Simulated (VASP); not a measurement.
# Ge (Cmmm) in VASP: single point with PBE

Aim: the single point of Ge with PBE.

Everything below comes from runs of VASP 6.6.1. Logs are shortened: lines on timing, memory, paths and dates and some standing lists are left out, and cuts for length are marked.

**1. The cell of the first run**

The structure is orthorhombic, space group Cmmm (No. 65). Conventional cell: a = 2.794 Å, b = 5.201 Å, c = 2.698 Å, α = 90.00°, β = 90.00°, γ = 90.00°. Ge (site symmetry mmm) has 8 Ge at 2.70 to 2.95 Å within 3.6 Å.

**2. Single point, PBE**

INCAR reads:

```
SYSTEM = Ge
ALGO = Normal
EDIFF = 1E-7
ENCUT = 520
GGA = PE
ISIF = 2
ISMEAR = 0
LASPH = .True.
LCHARG = .False.
LREAL = .False.
LWAVE = .False.
NBANDS = 13
NELM = 80
PREC = Accurate
SIGMA = 0.15
```

KPOINTS reads:

```
k-points
0
Gamma
  20 20 18
  0 0 0
```

POSCAR reads:

```
Ge
1.0
    1.3971490000     -2.6005160000      0.0000000000
    1.3971490000      2.6005160000      0.0000000000
    0.0000000000      0.0000000000      2.6982310000
Ge
1
Direct
    0.5000000000      0.5000000000      0.0000000000
```

Potentials or basis: VASP PAW PBE potentials, release 64 (Ge_d).

On the command line:

```
$ cat potpaw_PBE.64/Ge_d/POTCAR > POTCAR
$ mpirun -np 1 vasp_std > vasp.out
```

OUTCAR:

```text
SYSTEM = Ge
   EDIFF = 1E-7
   ENCUT = 520
   GGA = PE
   ISIF = 2
   ISMEAR = 0
   LASPH = .True.
   LREAL = .False.
   NELM = 80
   PREC = Accurate

 ion  position               nearest neighbor table
   1  0.500  0.500  0.000-

  LATTYP: Found a base centered orthorhombic cell.
 ALAT       =     2.7942980000
 B/A-ratio  =     1.8613018368
 C/A-ratio  =     0.9656203454

  Lattice vectors:

 A1 = (   1.3971490000,  -2.6005160000,   0.0000000000)
 A2 = (   1.3971490000,   2.6005160000,   0.0000000000)
 A3 = (   0.0000000000,   0.0000000000,   2.6982310000)

Analysis of symmetry for initial positions (statically):
=====================================================================
 Subroutine PRICEL returns:
 Original cell was already a primitive cell.

 Routine SETGRP: Setting up the symmetry group for a
 base centered orthorhombic supercell.

 Subroutine GETGRP returns: Found  8 space group operations
 (whereof  8 operations were pure point group operations)
 out of a pool of  8 trial point group operations.

The static configuration has the point symmetry D_2h.

Analysis of symmetry for dynamics (positions and initial velocities):
=====================================================================
 Subroutine PRICEL returns:
 Original cell was already a primitive cell.

 Routine SETGRP: Setting up the symmetry group for a
 base centered orthorhombic supercell.

 Subroutine GETGRP returns: Found  8 space group operations
 (whereof  8 operations were pure point group operations)
 out of a pool of  8 trial point group operations.

The dynamic configuration has the point symmetry D_2h.

 Subroutine INISYM returns: Found  8 space group operations
 (whereof  8 operations are pure point group operations),
 and found     1 'primitive' translations

----------------------------------------------------------------------------------------

                                     Primitive cell

  volume of cell :      19.6070

  direct lattice vectors                    reciprocal lattice vectors
     1.397149000 -2.600516000  0.000000000     0.357871637 -0.192269534  0.000000000
     1.397149000  2.600516000  0.000000000     0.357871637  0.192269534  0.000000000
     0.000000000  0.000000000  2.698231000     0.000000000  0.000000000  0.370613191

  length of vectors
     2.952068562  2.952068562  2.698231000     0.406250763  0.406250763  0.370613191

  position of ions in fractional coordinates (direct lattice)
     0.500000000  0.500000000  0.000000000

  ion indices of the primitive-cell ions
   primitive index   ion index
                 1           1

----------------------------------------------------------------------------------------

 KPOINTS: k-points

Automatic generation of k-mesh.
 Grid dimensions read from file:
 generate k-points for:   20   20   18

 Generating k-lattice:

  Cartesian coordinates                     Fractional coordinates (reciprocal lattice)
     0.017893582 -0.009613477  0.000000000     0.050000000  0.000000000  0.000000000
     0.017893582  0.009613477  0.000000000     0.000000000  0.050000000  0.000000000
     0.000000000  0.000000000  0.020589622     0.000000000  0.000000000  0.055555556

  Length of vectors
     0.020312538  0.020312538  0.020589622

  Shift w.r.t. Gamma in fractional coordinates (k-lattice)
     0.000000000  0.000000000  0.000000000

 Subroutine IBZKPT returns following result:
 ===========================================

 Found   1110 irreducible k-points:

 Following reciprocal coordinates:
            Coordinates               Weight
  0.000000  0.000000  0.000000      1.000000
  0.050000  0.000000  0.000000      4.000000
  0.100000 -0.000000  0.000000      4.000000
  0.150000  0.000000  0.000000      4.000000
  0.200000 -0.000000  0.000000      4.000000
  0.250000  0.000000  0.000000      4.000000
[... 16 lines left out ...]
 -0.400000  0.050000  0.000000      4.000000
 -0.350000  0.050000  0.000000      4.000000
 [... further k-points ...]
   k-points           NKPTS =   1110   k-points in BZ     NKDIM =   1110   number of bands    NBANDS=     13
   number of dos      NEDOS =    301   number of ions     NIONS =      1
   total plane-waves  NPLWV =  11520
   dimension x,y,z NGX =    24 NGY =   24 NGZ =   20
   dimension x,y,z NGXF=    48 NGYF=   48 NGZF=   40
   ions per type =               1
   NGX,Y,Z   is equivalent  to a cutoff of  13.52, 13.52, 12.32 a.u.
   NGXF,Y,Z  is equivalent  to a cutoff of  27.03, 27.03, 24.65 a.u.
 SYSTEM =  Ge
   PREC   = accura    normal or accurate (medium, high low for compatibility)
   ISTART =      0    job   : 0-new  1-cont  2-samecut
   ICHARG =      2    charge: 1-file 2-atom 10-const
   ISPIN  =      1    spin polarized calculation?
   LNONCOLLINEAR =      F non collinear calculations
   LSORBIT =      F    spin-orbit coupling
   LASPH  =      T    aspherical Exc in radial PAW
   ENCUT  =  520.0 eV  38.22 Ry    6.18 a.u.   5.49  5.49  5.02*2*pi/ulx,y,z
   NELM   =     80;   NELMIN=  2; NELMDL= -5     # of ELM steps
   EDIFF  = 0.1E-06   stopping-criterion for ELM
   LREAL  =      F    real-space projection
   EDIFFG = 0.1E-05   stopping-criterion for IOM
   NSW    =      0    number of steps for IOM
   IBRION =     -1    ionic relax: 0-MD 1-quasi-New 2-CG
   NFREE  =      0    steps in history (QN), initial steepest desc. (CG)
   ISIF   =      2    stress and relaxation
   ISYM   =      2    0-nonsym 1-usesym 2-fastsym
   POTIM  = 0.5000    time-step for ionic-motion
   TEBEG  =    0.0;   TEEND  =   0.0 temperature during run
   PSTRESS=    0.0 pullay stress
   NELECT =      14.0000    total number of electrons
   NUPDOWN=      -1.0000    fix difference up-down
   EMIN   =  10.00;   EMAX   =-10.00  energy-range for DOS
   EFERMI =   0.00;   METHOD = LEGACY
   ISMEAR =     0;   SIGMA  =   0.15  broadening in eV -4-tet -1-fermi 0-gaus
   EFERMI_NEDOS =   21; number of points for ismear=-14 and -15
   IALGO  =     38    algorithm
   IMIX   =      4    mixing-type and parameters
     AMIX     =   0.40;   BMIX     =  1.00
     AMIX_MAG =   1.60;   BMIX_MAG =  1.00
  volume/ion in A,a.u.               =      19.61       132.31
  Fermi-wavevector in a.u.,A,eV,Ry     =   1.463234  2.765111 29.130796  2.141053
  Thomas-Fermi vector in A             =   2.579353
   LORBIT       =      0    0 simple, 1 ext, 2 COOP (PROOUT), +10 PAW based schemes
   GGA     = PE    functional components
   LHFCALC =     F    Hartree Fock is set to
   AEXX    =    0.0000 exact exchange contribution
   IVDW    =     0    specifies the selected vdW correction
   LEPSILON=     F    determine dielectric tensor
   LRPA    =     F    only Hartree local field effects (RPA)
 non-spin polarized calculation
 Gauss-broadening in eV      SIGMA  =   0.15
  energy-cutoff  :      520.00
  volume of cell :       19.61
 maximum number of plane-waves:       541
 NGX is ok and might be reduce to    24
   NGX = 11   NGY = 11   NGZ = 11

 number of electron      14.0000003 magnetization

 Free energy of the ion-electron system (eV)
  ---------------------------------------------------
  ext. energy  EPLUGINS =         0.00000000
  ---------------------------------------------------
  free energy    TOTEN  =        -4.27128156 eV

  energy without entropy =       -4.26652768  energy(sigma->0) =       -4.26890462

 E-fermi :   6.2406     XC(G=0): -11.0385

 val. band max:        6.2374226962   @ k =  -0.4500   0.2000   0.0000
 cond. band min:       6.2421704018   @ k =  -0.3500   0.2000   0.1667
 fundamental gap:      0.0047477056
 Fermi energy:         6.2406445706

 k-point     1 :       0.0000    0.0000    0.0000
  band No.  band energies     occupation
      1     -18.5291      2.00000
      2     -18.4681      2.00000
      3     -18.4176      2.00000
      4     -18.3162      2.00000
      5     -18.2984      2.00000
      6      -6.6459      2.00000
      7      12.8787      0.00000
      8      13.3543      0.00000
      9      14.8599      0.00000
     10      16.3728      0.00000
     11      18.7130      0.00000
     12      21.0886      0.00000
     13      21.2264      0.00000

 k-point     2 :       0.0500    0.0000    0.0000
  band No.  band energies     occupation
      1     -18.5272      2.00000
      2     -18.4654      2.00000
      3     -18.4180      2.00000
      4     -18.3166      2.00000
      5     -18.2996      2.00000
      6      -6.5852      2.00000
      7      12.9379      0.00000
      8      13.1000      0.00000
      9      14.2282      0.00000
     10      16.5926      0.00000
     11      18.8081      0.00000
     12      20.0659      0.00000
     13      21.5317      0.00000

 k-point     3 :       0.1000   -0.0000    0.0000
  band No.  band energies     occupation
      1     -18.5221      2.00000
      2     -18.4579      2.00000
      3     -18.4186      2.00000
      4     -18.3177      2.00000
      5     -18.3031      2.00000
      6      -6.4033      2.00000
      7      12.2701      0.00000
      8      13.1143      0.00000
      9      13.1221      0.00000
     10      16.8546      0.00000
     11      18.2678      0.00000
     12      20.1544      0.00000
     13      22.6197      0.00000
[... 305 lines left out ...]
 k-point    23 :      -0.4000    0.0500    0.0000
  band No.  band energies     occupation
      1     -18.4995      2.00000
      2     -18.4286      2.00000
      3     -18.3462      2.00000
      4     -18.3460      2.00000
      5     -18.3234      2.00000
      6      -3.3124      2.00000
      7       3.5002      2.00000
      8       9.2713      0.00000
      9      14.9418      0.00000
     10      15.7858      0.00000
     11      20.2984      0.00000
     12      24.7729      0.00000
     13      25.7431      0.00000

 k-point    24 :      -0.3500    0.0500    0.0000
  band No.  band energies     occupation
      1     -18.4984      2.00000
      2     -18.4340      2.00000
      3     -18.3628      2.00000
      4     -18.3401      2.00000
      5     -18.3212      2.00000
      6      -4.1134      2.00000
      7       4.9992      2.00000
      8       9.5659      0.00000
      9      15.1679      0.00000
     10      15.3834      0.00000
     11      19.5321      0.00000
     12      26.0478      0.00000
     13      26.6072      0.00000

 [... further k-points ...]

------------------------ aborting loop because EDIFF is reached ----------------------------------------

  FORCE on cell =-STRESS in cart. coord.  units (eV):
  Direction    XX          YY          ZZ          XY          YZ          ZX
  --------------------------------------------------------------------------------------
  -------------------------------------------------------------------------------------
  Total        0.0346737     -0.1900536     -0.0691497      0.0000000      0.0000000      0.0000000
  in kB        2.8333413    -15.5301391     -5.6505342      0.0000000      0.0000000      0.0000000
  external PRESSURE =      -6.1157773 kB  Pullay stress =       0.0000000 kB

 VOLUME and BASIS-vectors are now :
 -----------------------------------------------------------------------------
  energy-cutoff  :      520.00
  volume of cell :       19.61
      direct lattice vectors                 reciprocal lattice vectors
     1.397149000 -2.600516000  0.000000000     0.357871637 -0.192269534  0.000000000
     1.397149000  2.600516000  0.000000000     0.357871637  0.192269534  0.000000000
     0.000000000  0.000000000  2.698231000     0.000000000  0.000000000  0.370613191

 POSITION                                       TOTAL-FORCE (eV/Angst)
 -----------------------------------------------------------------------------------
      1.39715      0.00000      0.00000        -0.000000      0.000000      0.000000
 -----------------------------------------------------------------------------------
    total drift:                               -0.000000     -0.000000     -0.000000

  FREE ENERGIE OF THE ION-ELECTRON SYSTEM (eV)
  ---------------------------------------------------
  free  energy   TOTEN  =        -4.2712815642 eV

  energy  without entropy=       -4.2665276845  energy(sigma->0) =       -4.26890462
```

Wall time 2.9 min (1 thread of Intel Xeon 8259CL, shared host); peak memory 0.35 GiB.

What came out:

| Quantity | Value |
| --- | --- |
| Free energy | -4.2713 eV |
| Pressure | -0.6 GPa |
| Band gap on the k mesh | zero (bands 7 and 8 overlap by 9.63 eV) |

Levels at points of the mesh, in eV from the Fermi level:
| k point | band 3 | band 4 | band 5 | band 6 | band 7 | band 8 | band 9 | band 10 | band 11 | band 12 |
| --- | --- | --- | --- | --- | --- | --- | --- | --- | --- | --- |
| (0.00, 0.00, 0.00) | -24.66 | -24.56 | -24.54 | -12.89 | 6.64 | 7.11 | 8.62 | 10.13 | 12.47 | 14.85 |
| (0.50, 0.00, 0.00) | -24.60 | -24.57 | -24.56 | -7.83 | -5.31 | 3.42 | 7.44 | 10.51 | 16.44 | 16.52 |
| (0.50, 0.50, 0.00) | -24.60 | -24.57 | -24.55 | -8.69 | -5.52 | 5.20 | 9.11 | 9.84 | 15.74 | 16.14 |
| (0.00, 0.00, 0.50) | -24.62 | -24.60 | -24.57 | -9.12 | -5.71 | 9.94 | 11.45 | 16.00 | 16.09 | 17.24 |
| (0.50, 0.00, 0.50) | -24.64 | -24.56 | -24.47 | -3.67 | -2.26 | -1.63 | 3.63 | 6.29 | 11.59 | 13.13 |
| (0.50, 0.50, 0.50) | -24.62 | -24.57 | -24.49 | -4.64 | -2.41 | -2.27 | 3.25 | 8.08 | 13.40 | 14.83 |
